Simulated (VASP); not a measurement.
Set up this calculation in VASP 6.6.1, as the native input.

- Task: relaxation of cell and atoms
- Functional: PBE
- Potentials or basis: VASP PAW PBE potentials, release 64 (Mg, I)
- Cutoff: 600 eV
- k mesh: 6 × 6 × 6
- Occupations: gaussian, width 0.1 eV
- Spin: no spin polarisation
- Dipole correction: no
- Further INCAR settings: ALGO = Normal; EDIFF = 1e-06; IBRION = 2; EDIFFG = -0.01; NSW = 100; ISIF = 3

The structure of Mg4I3 lies in POSCAR:

```
Mg4I3
1.0
    6.3408074089      0.0000000000      0.0000000000
    0.0000000000      6.3408074089      0.0000000000
    0.0000000000      0.0000000000      6.3408074089
Mg I
4 3
Direct
    0.5000000000      0.5000000000      0.5000000000
    0.5000000000      0.0000000000      0.0000000000
    0.0000000000      0.5000000000      0.0000000000
    0.0000000000      0.0000000000      0.5000000000
    0.5000000000      0.5000000000      0.0000000000
    0.0000000000      0.5000000000      0.5000000000
    0.5000000000      0.0000000000      0.5000000000
```

These files were run (other wordings do the same):

INCAR

```
SYSTEM = Mg4I3
PREC = Accurate
ENCUT = 600
EDIFF = 1E-6
ISMEAR = 0
SIGMA = 0.1
LREAL = .False.
LASPH = .True.
NELM = 100
ALGO = Normal
ISIF = 3
LWAVE = .False.
LCHARG = .False.
GGA = PE
IBRION = 2
NSW = 100
EDIFFG = -0.01
```

KPOINTS

```
regular mesh
0
Gamma
  6 6 6
  0 0 0
```

Potentials or basis: VASP PAW PBE potentials, release 64 (Mg, I).

Command:

```sh
$ cat potpaw_PBE.64/Mg/POTCAR potpaw_PBE.64/I/POTCAR > POTCAR
$ mpirun -np 1 vasp_std > vasp.out
```

Results of the run:

* Relaxed volume: 36.75 Å³/atom
* Relaxed cell: a = 6.360 Å, b = 6.360 Å, c = 6.360 Å, α = 90.00°, β = 90.00°, γ = 90.00°
* Space group after relaxing (to 0.05 Å): Pm-3m (No. 221)
* Energy gained by relaxing: 0.1 meV/atom
* Ionic steps: 3
* Pressure after relaxing: 0.0 GPa

Caveat: an odd number of electrons without spin polarisation forces a metal; a magnetic or distorted state may lie lower.

It took 5.8 min on 1 thread of Oxide Virtual Turin-like Processor, with other jobs on the host, peak memory 0.44 GiB.
